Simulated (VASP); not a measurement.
# Ga (P6_3/mmc) in VASP: single point with PBEsol

Aim: the single point of Ga with PBEsol.

All numbers are computed with VASP 6.6.1; they aren't measurements. Logs are shortened: lines on timing, memory, paths and dates and some standing lists are left out, and cuts for length are marked.

## Step 1: The cell of the first run

Symmetry: P6_3/mmc, No. 194, hexagonal system. Conventional cell: a = 4.041 Å, b = 4.041 Å, c = 6.669 Å, α = 90.00°, β = 90.00°, γ = 120.00°. Within 3.3 Å of Ga (site symmetry 3m) lie 4 Ga at 2.48 to 2.50 Å.

This isn't the form of Ga at room conditions, which is orthorhombic.

## Step 2: Single point, PBEsol

The input, INCAR:

```
SYSTEM = Ga
PREC = Accurate
ENCUT = 500
EDIFF = 1E-6
ISMEAR = 0
SIGMA = 0.1
LREAL = .False.
LASPH = .True.
NELM = 120
ALGO = Normal
ISIF = 2
LWAVE = .False.
LCHARG = .False.
GGA = PS
NBANDS = 34
GGA_COMPAT = .False.
```

The input, KPOINTS:

```
regular mesh
0
Gamma
  6 6 4
  0 0 0
```

The input, POSCAR:

```
Ga
1.0
    4.0410118358      0.0000000000      0.0000000000
   -2.0205059179      3.4996189068      0.0000000000
    0.0000000000      0.0000000000      6.6690527695
Ga
4
Direct
    0.6666666667      0.3333333333      0.0629118566
    0.3333333333      0.6666666667      0.5629118566
    0.6666666667      0.3333333333      0.4370881434
    0.3333333333      0.6666666667      0.9370881434
```

Potentials or basis: VASP PAW PBE potentials, release 64 (Ga_d).

Run with:

```
$ cat potpaw_PBE.64/Ga_d/POTCAR > POTCAR
$ mpirun -np 1 vasp_std > vasp.out
```

OUTCAR:

```text
SYSTEM = Ga
   PREC = Accurate
   ENCUT = 500
   EDIFF = 1E-6
   ISMEAR = 0
   LREAL = .False.
   LASPH = .True.
   NELM = 120
   ISIF = 2
   GGA = PS

 ion  position               nearest neighbor table
   1  0.667  0.333  0.063-   4 2.48   4 2.48   4 2.48   3 2.50
   2  0.333  0.667  0.563-   3 2.48   3 2.48   3 2.48   4 2.50
   3  0.667  0.333  0.437-   2 2.48   2 2.48   2 2.48   1 2.50
   4  0.333  0.667  0.937-   1 2.48   1 2.48   1 2.48   2 2.50

  LATTYP: Found a hexagonal cell.
 ALAT       =     4.0410118358
 C/A-ratio  =     1.6503423005

  Lattice vectors:

 A1 = (   4.0410118358,   0.0000000000,   0.0000000000)
 A2 = (  -2.0205059179,   3.4996189068,   0.0000000000)
 A3 = (   0.0000000000,   0.0000000000,   6.6690527695)

Analysis of symmetry for initial positions (statically):
=====================================================================
 Subroutine PRICEL returns:
 Original cell was already a primitive cell.

 Routine SETGRP: Setting up the symmetry group for a
 hexagonal supercell.

 Subroutine GETGRP returns: Found 24 space group operations
 (whereof 12 operations were pure point group operations)
 out of a pool of 24 trial point group operations.

The static configuration has the point symmetry D_3d.
 The point group associated with its full space group is D_6h.

Analysis of symmetry for dynamics (positions and initial velocities):
=====================================================================
 Subroutine PRICEL returns:
 Original cell was already a primitive cell.

 Routine SETGRP: Setting up the symmetry group for a
 hexagonal supercell.

 Subroutine GETGRP returns: Found 24 space group operations
 (whereof 12 operations were pure point group operations)
 out of a pool of 24 trial point group operations.

The dynamic configuration has the point symmetry D_3d.
 The point group associated with its full space group is D_6h.

 Subroutine INISYM returns: Found 24 space group operations
 (whereof 12 operations are pure point group operations),
 and found     1 'primitive' translations

----------------------------------------------------------------------------------------

                                     Primitive cell

  volume of cell :      94.3138

  direct lattice vectors                    reciprocal lattice vectors
     4.041011836  0.000000000  0.000000000     0.247462774  0.142872699  0.000000000
    -2.020505918  3.499618907  0.000000000     0.000000000  0.285745399  0.000000000
     0.000000000  0.000000000  6.669052770     0.000000000  0.000000000  0.149946332
[... 85 lines left out ...]
   LREAL  =      F    real-space projection
   EDIFFG = 0.1E-04   stopping-criterion for IOM
   NSW    =      0    number of steps for IOM
   IBRION =     -1    ionic relax: 0-MD 1-quasi-New 2-CG
   NFREE  =      0    steps in history (QN), initial steepest desc. (CG)
   ISIF   =      2    stress and relaxation
   ISYM   =      2    0-nonsym 1-usesym 2-fastsym
   POTIM  = 0.5000    time-step for ionic-motion
   TEBEG  =    0.0;   TEEND  =   0.0 temperature during run
   PSTRESS=    0.0 pullay stress
   NELECT =      52.0000    total number of electrons
   NUPDOWN=      -1.0000    fix difference up-down
   EMIN   =  10.00;   EMAX   =-10.00  energy-range for DOS
   EFERMI =   0.00;   METHOD = LEGACY
   ISMEAR =     0;   SIGMA  =   0.10  broadening in eV -4-tet -1-fermi 0-gaus
   EFERMI_NEDOS =   21; number of points for ismear=-14 and -15
   IALGO  =     38    algorithm
   IMIX   =      4    mixing-type and parameters
     AMIX     =   0.40;   BMIX     =  1.00
     AMIX_MAG =   1.60;   BMIX_MAG =  1.00
  volume/ion in A,a.u.               =      23.58       159.12
  Fermi-wavevector in a.u.,A,eV,Ry     =   1.342407  2.536782 24.518475  1.802057
  Thomas-Fermi vector in A             =   2.470564
   LORBIT       =      0    0 simple, 1 ext, 2 COOP (PROOUT), +10 PAW based schemes
   GGA     = PS    functional components
   LHFCALC =     F    Hartree Fock is set to
   AEXX    =    0.0000 exact exchange contribution
   IVDW    =     0    specifies the selected vdW correction
   LEPSILON=     F    determine dielectric tensor
   LRPA    =     F    only Hartree local field effects (RPA)
 non-spin polarized calculation
 Gauss-broadening in eV      SIGMA  =   0.10
  energy-cutoff  :      500.00
  volume of cell :       94.31
 maximum number of plane-waves:      2419
 NGX is ok and might be reduce to    30
   NGX = 15   NGY = 15   NGZ = 25

 number of electron      51.9999957 magnetization

 Free energy of the ion-electron system (eV)
  ---------------------------------------------------
  ext. energy  EPLUGINS =         0.00000000
  ---------------------------------------------------
  free energy    TOTEN  =       -11.99846131 eV

  energy without entropy =      -11.98591506  energy(sigma->0) =      -11.99218818

 E-fermi :   2.9258     XC(G=0):  -9.7951

 val. band max:        2.9250365770   @ k =   0.3333  -0.0000   0.2500
 cond. band min:       3.0628993027   @ k =   0.1667  -0.0000   0.5000
 fundamental gap:      0.1378627257
 Fermi energy:         2.9257773484

 k-point     1 :       0.0000    0.0000    0.0000
  band No.  band energies     occupation
      1     -11.9012      2.00000
      2     -11.9012      2.00000
      3     -11.8405      2.00000
      4     -11.8294      2.00000
      5     -11.8294      2.00000
      6     -11.8263      2.00000
[... 766 lines left out ...]
     33      11.3086      0.00000
     34      11.3086      0.00000

------------------------ aborting loop because EDIFF is reached ----------------------------------------

  FORCE on cell =-STRESS in cart. coord.  units (eV):
  Direction    XX          YY          ZZ          XY          YZ          ZX
  --------------------------------------------------------------------------------------
  -------------------------------------------------------------------------------------
  Total        1.0440701      1.0440701     -0.4376276      0.0000000      0.0000000      0.0000000
  in kB       17.7363893     17.7363893     -7.4343026      0.0000000      0.0000000      0.0000000
  external PRESSURE =       9.3461587 kB  Pullay stress =       0.0000000 kB

 VOLUME and BASIS-vectors are now :
 -----------------------------------------------------------------------------
  energy-cutoff  :      500.00
  volume of cell :       94.31
      direct lattice vectors                 reciprocal lattice vectors
     4.041011836  0.000000000  0.000000000     0.247462774  0.142872699  0.000000000
    -2.020505918  3.499618907  0.000000000     0.000000000  0.285745399  0.000000000
     0.000000000  0.000000000  6.669052770     0.000000000  0.000000000  0.149946332

 POSITION                                       TOTAL-FORCE (eV/Angst)
 -----------------------------------------------------------------------------------
      2.02051      1.16654      0.41956        -0.000000     -0.000000      0.002022
     -0.00000      2.33308      3.75409         0.000000      0.000000      0.002022
      2.02051      1.16654      2.91496         0.000000     -0.000000     -0.002022
     -0.00000      2.33308      6.24949        -0.000000      0.000000     -0.002022
 -----------------------------------------------------------------------------------
    total drift:                               -0.000000      0.000000      0.000000

  FREE ENERGIE OF THE ION-ELECTRON SYSTEM (eV)
  ---------------------------------------------------
  free  energy   TOTEN  =       -11.9984613076 eV

  energy  without entropy=      -11.9859150550  energy(sigma->0) =      -11.99218818
```

stdout:

```text
POSCAR found type information on POSCAR Ga
 POSCAR found :  1 types and       4 ions
 scaLAPACK will be used
 -----------------------------------------------------------------------------
|                                                                             |
|                                                                             |
|     You enforced a specific xc type in the INCAR file but a different       |
|     I HOPE YOU KNOW WHAT YOU ARE DOING!                                     |
|                                                                             |
 -----------------------------------------------------------------------------

 LDA part: xc-table for (Slater+PW92), standard interpolation
 POSCAR, INCAR and KPOINTS ok, starting setup
 FFT: planning ... GRIDC
 FFT: planning ... GRID_SOFT
 FFT: planning ... GRID
 WAVECAR not read
 entering main loop
```

Wall time 2.3 min (1 thread of Intel Xeon 8259CL, shared host); peak memory 0.21 GiB.

What came out:

| Item | Value |
| --- | --- |
| Free energy | -11.9985 eV |
| Pressure | 0.9 GPa |
| Band gap on the k mesh | zero (bands 26 and 27 overlap by 3.85 eV) |

Forces on the atoms (eV/Å):
```
Ga   0.000  0.000  0.002
Ga   0.000  0.000  0.002
Ga   0.000  0.000 -0.002
Ga   0.000  0.000 -0.002
```

Caveat: the PAW data sets were made with another functional, which shifts forces and pressure a little.

The gap in the log of VASP goes by the Fermi energy; the results here count the filled bands.